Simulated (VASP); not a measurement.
# SnO2 (R3m) in VASP: a series of runs, part 2 of 2

VASP 6.6.1. The steps go on from the part before.

### Step 3. Single point, LDA (13.58 Å³/atom)

This run uses another cell than the first one, of 13.58 Å³/atom.

Contents of INCAR:

```
PREC = Accurate
ENCUT = 520
EDIFF = 1E-6
ISMEAR = 0
SIGMA = 0.05
LREAL = F
LASPH = T
NELM = 80
ALGO = Normal
ISIF = 2
LWAVE = F
LCHARG = F
NBANDS = 64
```

Contents of KPOINTS:

```
Automatic mesh
0
Gamma
  6 6 6
```

Contents of POSCAR:

```
SnO2
1.0
    3.1328587322      1.8087568324      4.7916030023
   -3.1328587322      1.8087568324      4.7916030023
    0.0000000000     -3.6175136647      4.7916030023
Sn O
4 8
Direct
    0.8645353782      0.8645353782      0.8645353782
    0.3648691645      0.3648691645      0.8648751974
    0.3648691645      0.8648751974      0.3648691645
    0.8648751974      0.3648691645      0.3648691645
    0.1199116729      0.6196051221      0.6196051221
    0.6196051221      0.1199116729      0.6196051221
    0.6196051221      0.6196051221      0.1199116729
    0.6099370359      0.6099370359      0.6099370359
    0.1198492242      0.1198492242      0.1198492242
    0.1096932183      0.1096932183      0.6100024814
    0.1096932183      0.6100024814      0.1096932183
    0.6100024814      0.1096932183      0.1096932183
```

Potentials or basis: VASP PAW LDA potentials, release 64 (Sn_d, O).

Run with:

```
> cat potpaw_LDA.64/Sn_d/POTCAR potpaw_LDA.64/O/POTCAR > POTCAR
> mpirun -np 1 vasp_std > vasp.out
```

It took 11 min on 1 thread of Intel Xeon 8259CL, shared host; peak memory 0.4 GiB.

It converged, with:

| Property | Result |
| --- | --- |
| Free energy | -81.1689 eV |
| Pressure | -6.6 GPa |
| Largest force | 1.562 eV/Å |
| Band gap on the k mesh | 1.99 eV |

Forces in eV/Å, atoms in the order of the input:
```
Sn   0.000  0.000  0.009
Sn   0.000  0.001 -0.003
Sn   0.001 -0.001 -0.003
Sn  -0.001 -0.001 -0.003
O   -0.001 -0.001  1.559
O    0.001 -0.001  1.559
O    0.000  0.001  1.559
O    0.000  0.000 -1.562
O    0.000  0.000  1.554
O    0.000  0.001 -1.556
O    0.001 -0.001 -1.556
O   -0.001 -0.001 -1.556
```

Stress tensor (GPa, compression positive):
```
 -2.12   0.00   0.00
  0.00  -2.12   0.00
  0.00   0.00 -15.55
```

Levels at points of the mesh, in eV from the valence-band top:
| k point | band 48 | band 49 | band 50 | band 51 | band 52 | band 53 | band 54 | band 55 | band 56 | band 57 |
| --- | --- | --- | --- | --- | --- | --- | --- | --- | --- | --- |
| (0.00, 0.00, 0.00) | -0.40 | -0.05 | 0.00 | 0.00 | 0.00 | 1.99 | 4.78 | 4.78 | 4.78 | 5.66 |
| (0.50, 0.00, 0.00) | -0.47 | -0.46 | -0.46 | -0.06 | -0.06 | 4.27 | 4.27 | 5.48 | 5.48 | 7.14 |
| (0.50, 0.50, 0.00) | -0.64 | -0.52 | -0.52 | -0.10 | -0.10 | 4.53 | 4.53 | 5.58 | 5.58 | 7.66 |
| (0.50, 0.50, 0.50) | -0.61 | -0.61 | -0.61 | -0.53 | -0.53 | 3.45 | 5.21 | 5.21 | 5.21 | 5.63 |

Caveat: the stress differs along the axes, from -16 to -2 GPa; spin-orbit coupling is left out, which moves the levels of the heavy elements; forces of over 1 eV/Å act on the atoms, so gaps and moduli don't describe the material at rest. A k mesh can miss the band edges.

### Step 4. Single point, LDA (13.58 Å³/atom)

This run uses another cell than the first one, of 13.58 Å³/atom.

Contents of INCAR:

```
  ALGO = Normal
  EDIFF = 1E-6
  ENCUT = 520
  GGA = CA
  ISIF = 2
  ISMEAR = 0
  LASPH = True
  LCHARG = True
  LELF = True
  LREAL = False
  LVHAR = True
  LWAVE = False
  NBANDS = 64
  NELM = 100
  PREC = Accurate
  SIGMA = 0.05
```

Contents of KPOINTS:

```
k-points
0
Gamma
  6 6 6
```

Changes to POSCAR since step 3:

```diff
@@ -2,5 +2,5 @@
 1.0
-    3.1328587322      1.8087568324      4.7916030023
-   -3.1328587322      1.8087568324      4.7916030023
-    0.0000000000     -3.6175136647      4.7916030023
+    3.4312569583      1.9810371285      3.9944406003
+   -3.4312569583      1.9810371285      3.9944406003
+    0.0000000000     -3.9620742570      3.9944406004
 Sn O
```

Run with:

```
> cat potpaw_LDA.64/Sn_d/POTCAR potpaw_LDA.64/O/POTCAR > POTCAR
> mpirun -np 1 vasp_std > vasp.out
```

It took 5.8 min on 1 thread of Intel Xeon Platinum 8259CL at 2.50GHz (Skylake/Cascade Lake), shared host; peak memory 0.36 GiB.

The run converged. Its results:

```yaml
Free_energy: -80.6651 eV
Pressure: -19.8 GPa
Largest_force: 0.692 eV/Å
Band_gap_on_the_k_mesh: 0.13 eV
```

Forces in eV/Å, atoms in the order of the input:
```
Sn   0.000  0.000  0.007
Sn   0.000 -0.004 -0.001
Sn  -0.003  0.002 -0.001
Sn   0.003  0.002 -0.001
O   -0.001 -0.001  0.687
O    0.001 -0.001  0.687
O    0.000  0.002  0.687
O    0.000  0.000 -0.685
O    0.000  0.000  0.692
O    0.000  0.002 -0.690
O    0.001 -0.001 -0.690
O   -0.001 -0.001 -0.690
```

Stress tensor (GPa, compression positive):
```
-24.45   0.00   0.00
  0.00 -24.45   0.00
  0.00   0.00 -10.52
```

Levels at points of the mesh, in eV from the valence-band top:
| k point | band 48 | band 49 | band 50 | band 51 | band 52 | band 53 | band 54 | band 55 | band 56 | band 57 |
| --- | --- | --- | --- | --- | --- | --- | --- | --- | --- | --- |
| (0.00, 0.00, 0.00) | -0.66 | -0.13 | -0.13 | -0.13 | 0.00 | 0.13 | 3.39 | 3.39 | 3.39 | 4.52 |
| (0.50, 0.00, 0.00) | -0.52 | -0.33 | -0.33 | -0.14 | -0.14 | 2.67 | 2.67 | 4.07 | 4.07 | 5.38 |
| (0.50, 0.50, 0.00) | -1.17 | -0.56 | -0.56 | -0.26 | -0.26 | 3.24 | 3.25 | 4.05 | 4.05 | 6.32 |
| (0.50, 0.50, 0.50) | -1.37 | -1.37 | -1.27 | -1.27 | -1.27 | 2.69 | 4.03 | 4.03 | 4.03 | 5.18 |

Caveat: the stress differs along the axes, from -24 to -11 GPa; semilocal functionals underestimate gaps, and a narrow one can read as zero; spin-orbit coupling is left out, which moves the levels of the heavy elements.

### Step 5. Single point, LDA

This run uses another cell than the first one, of 12.12 Å³/atom.

Contents of INCAR:

```
PREC = Accurate
ENCUT = 520
EDIFF = 1E-7
ISMEAR = 0
SIGMA = 0.05
LREAL = F
LASPH = T
NELM = 60
ALGO = Normal
ISIF = 2
LWAVE = F
LCHARG = F
NBANDS = 64
```

Contents of KPOINTS:

```
regular mesh
0
Gamma
  6 6 6
```

Changes to POSCAR since step 4:

```diff
@@ -2,5 +2,5 @@
 1.0
-    3.4312569583      1.9810371285      3.9944406003
-   -3.4312569583      1.9810371285      3.9944406003
-    0.0000000000     -3.9620742570      3.9944406004
+    3.2053561353      1.8506132276      4.0868653298
+   -3.2053561353      1.8506132276      4.0868653298
+    0.0000000000     -3.7012264551      4.0868653298
 Sn O
```

Run with:

```
> cat potpaw_LDA.64/Sn_d/POTCAR potpaw_LDA.64/O/POTCAR > POTCAR
> mpirun -np 1 vasp_std > vasp.out
```

It took 7.3 min on 1 thread of Intel Xeon 8259CL, shared host; peak memory 0.34 GiB.

Results (log left out):

* Free energy: -82.2390 eV
* Pressure: 1.4 GPa
* Largest force: 0.092 eV/Å
* Band gap on the k mesh: 1.59 eV

Forces on the atoms (eV/Å):
```
Sn   0.000  0.000  0.004
Sn   0.000 -0.002 -0.001
Sn  -0.002  0.001 -0.001
Sn   0.002  0.001 -0.001
O    0.000  0.000 -0.091
O    0.000  0.000 -0.091
O    0.000  0.000 -0.091
O    0.000  0.000  0.092
O    0.000  0.000 -0.091
O    0.000  0.000  0.092
O    0.000  0.000  0.092
O    0.000  0.000  0.092
```

Stress tensor (GPa, compression positive):
```
1.78 0.00 0.00
0.00 1.78 0.00
0.00 0.00 0.52
```

Levels at points of the mesh, in eV from the valence-band top:
| k point | band 50 | band 51 | band 52 | band 53 | band 54 | band 55 |
| --- | --- | --- | --- | --- | --- | --- |
| (0.00, 0.00, 0.00) | -0.05 | -0.05 | 0.00 | 1.59 | 4.79 | 4.79 |
| (0.50, 0.00, 0.00) | -0.39 | -0.09 | -0.09 | 4.21 | 4.22 | 5.75 |
| (0.50, 0.50, 0.00) | -0.65 | -0.19 | -0.19 | 4.70 | 4.71 | 5.74 |
| (0.50, 0.50, 0.50) | -1.12 | -1.12 | -1.12 | 3.80 | 5.53 | 5.53 |

Caveat: spin-orbit coupling is left out, which moves the levels of the heavy elements.

### Step 6. Single point, LDA (12.85 Å³/atom)

Contents of INCAR:

```
ALGO = Normal ; EDIFF = 1E-6
ENCUT = 520 ; ISIF = 2
ISMEAR = 0 ; LASPH = True
LCHARG = False ; LREAL = False
LWAVE = False ; NBANDS = 64
NELM = 60 ; PREC = Accurate
SIGMA = 0.05
```

Contents of KPOINTS:

```
k-points
0
Gamma
  6 6 6
```

Changes to POSCAR since step 5:

```diff
@@ -2,5 +2,5 @@
 1.0
-    3.2053561353      1.8506132276      4.0868653298
-   -3.2053561353      1.8506132276      4.0868653298
-    0.0000000000     -3.7012264551      4.0868653298
+    3.2682502631      1.8869251692      4.1670560542
+   -3.2682502631      1.8869251692      4.1670560542
+    0.0000000000     -3.7738503383      4.1670560542
 Sn O
```

Potentials or basis: VASP PAW LDA potentials, release 64 (Sn_d, O).

Run with:

```
> cat potpaw_LDA.64/Sn_d/POTCAR potpaw_LDA.64/O/POTCAR > POTCAR
> mpirun -np 1 vasp_std > vasp.out
```

It took 5.5 min on 1 thread of Intel Xeon 8259CL, shared host; peak memory 0.35 GiB.

The run converged. Its results:

```yaml
Free_energy: -82.0356 eV
Pressure: -8.7 GPa
Largest_force: 0.479 eV/Å
Band_gap_on_the_k_mesh: 1.13 eV
```

Forces on the atoms (eV/Å):
```
Sn   0.000  0.000  0.006
Sn   0.000 -0.002 -0.002
Sn  -0.002  0.001 -0.002
Sn   0.002  0.001 -0.002
O   -0.001 -0.001  0.479
O    0.001 -0.001  0.479
O    0.000  0.001  0.479
O    0.000  0.000 -0.479
O    0.000  0.000  0.479
O    0.000  0.001 -0.479
O    0.001 -0.001 -0.479
O   -0.001 -0.001 -0.479
```

Stress tensor (GPa, compression positive):
```
-10.12   0.00   0.00
  0.00 -10.12   0.00
  0.00   0.00  -5.86
```

Levels at points of the mesh, in eV from the valence-band top:
```csv
k point,band 50,band 51,band 52,band 53,band 54,band 55
"(0.00, 0.00, 0.00)",-0.09,-0.09,0.00,1.13,4.30,4.30
"(0.50, 0.00, 0.00)",-0.42,-0.11,-0.11,3.67,3.67,5.12
"(0.50, 0.50, 0.00)",-0.64,-0.23,-0.23,4.13,4.14,5.12
"(0.50, 0.50, 0.50)",-1.13,-1.13,-1.13,3.30,4.92,4.92
```

Caveat: the cell stands under tension; spin-orbit coupling is left out, which moves the levels of the heavy elements.

### Step 7. Overview

| cell | gap on the mesh (eV) | pressure (GPa) | largest force (eV/Å) |
| --- | --- | --- | --- |
| a = 5.745 Å, angles 67.0°, 12 atoms | 1.78 | -3.2 | 0.69 |
| a = 6.004 Å, angles 62.9°, 12 atoms | 1.99 | -6.6 | 1.56 |
| a = 5.626 Å, angles 75.2°, 12 atoms | 0.13 | -19.8 | 0.69 |
| a = 5.514 Å, angles 71.1°, 12 atoms | 1.59 | 1.4 | 0.09 |
| a = 5.622 Å, angles 71.1°, 12 atoms | 1.13 | -8.7 | 0.48 |

Alike in all rows: task single point; level LDA; potentials or basis VASP PAW LDA potentials, release 64 (Sn_d, O); no spin polarisation; k mesh 6 × 6 × 6; cutoff (eV) 520; smearing gaussian 0.05 eV.

Caveats: spin-orbit coupling is left out, which moves the levels of the heavy elements; the stress differs along the axes, from -7 to -1 GPa (at least some runs); the stress differs along the axes, from -16 to -2 GPa (at least some runs); forces of over 1 eV/Å act on the atoms, so gaps and moduli don't describe the material at rest (at least some runs); the stress differs along the axes, from -24 to -11 GPa (at least some runs); semilocal functionals underestimate gaps, and a narrow one can read as zero (at least some runs); the cell stands under tension (at least some runs).

Absolute energies hang on the potentials; compare differences alone.
